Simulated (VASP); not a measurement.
**TaAl3O: single point with PBE**

The system is TaAl3O.

```xyz
5
Lattice="4.0993 0.0000 0.0000 0.0000 4.0993 0.0000 0.0000 0.0000 4.0993" Properties=species:S:1:pos:R:3 pbc="T T T"
Ta    2.0497    2.0497    2.0497
Al    0.0000    0.0000    2.0497
Al    2.0497    0.0000    0.0000
Al    0.0000    2.0497    0.0000
O     0.0000    0.0000    0.0000
```

```
Program                : VASP 6.6.1
Task                   : single point
Functional             : PBE
Potentials or basis    : VASP PAW PBE potentials, release 64 (Ta_pv, Al, O)
Cutoff                 : 520 eV
k mesh                 : 10 × 10 × 10
Occupations            : gaussian, width 0.1 eV
Spin                   : no spin polarisation
Dipole correction      : no
Further INCAR settings : ALGO = Normal; EDIFF = 1e-07; NBANDS = 21
```

```json
{
 "Pressure": "-0.1 GPa",
 "Band gap on the k mesh": "zero (band 13 reaches 8.61 eV, above the bottom of band 14 at 7.20 eV)"
}
```

Levels at points of the mesh, in eV from the Fermi level:
```
           k point  band 9  band 10  band 11  band 12  band 13  band 14  band 15  band 16  band 17  band 18
(0.00, 0.00, 0.00)   -3.63    -3.63     0.07     0.07     0.07     1.19     1.19     1.19     4.54     4.54
(0.50, 0.00, 0.00)   -3.94    -2.59    -0.82    -0.82     0.21     0.46     0.50     0.50     1.06     4.62
(0.50, 0.50, 0.00)   -4.46    -2.01    -2.01    -1.74    -1.74     0.78     1.61     4.08     4.08     4.87
(0.50, 0.50, 0.50)   -3.32    -3.32    -1.80    -1.80    -1.80    -0.99     1.76     1.76     2.38     6.00
```

Wall time 42 s on 1 thread of AMD EPYC 9R45 96-Core Processor (Zen 5), on a shared host, peak memory 0.19 GiB.

Caveat: spin-orbit coupling is left out, which moves the levels of the heavy elements.
